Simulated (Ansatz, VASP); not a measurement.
## B4N3: VASP beside Ansatz

```
B N
1.0
     1.25644    0.72541    8.33899
    -1.25644    0.72541    8.33899
     0.00000   -1.45081    8.33899
B N
4 3
Direct
  0.12162 0.12162 0.12162
  0.70571 0.70571 0.70571
  0.87838 0.87838 0.87838
  0.29429 0.29429 0.29429
  0.76487 0.76487 0.76487
  0.23513 0.23513 0.23513
  0.00000 0.00000 0.00000
```

Alike in both runs: functional PBE; k mesh 6 × 6 × 6; occupations gaussian, width 0.2 eV; no spin polarisation.

Ansatz relaxed the structure, and its values are those at the end. VASP's run is a single point on that final structure, the one shown.

|  | VASP | Ansatz |
| --- | --- | --- |
| version | VASP 6.6.1 | Ansatz 0.2.0 |
| potentials or method | VASP PAW PBE potentials, release 64 (B, N), cutoff 600 eV | scalar-relativistic, plane waves, PAW |
| valence electrons in the cell | 27 | 27 |

```csv
,VASP,Ansatz,Ansatz less VASP
gap on the k mesh at the Fermi level (eV),none,none,-
pressure (GPa),-0.1,0.0,+0.12
rms of the force components (eV/Å),0.012,0.002,-0.0101
```

A gap of «none» marks a metal or a gap that the smearing closes. The functional is the same, so the differences come from potentials, cutoffs and numerics.

The k mesh is coarse, so the values compare programs but aren't converged.
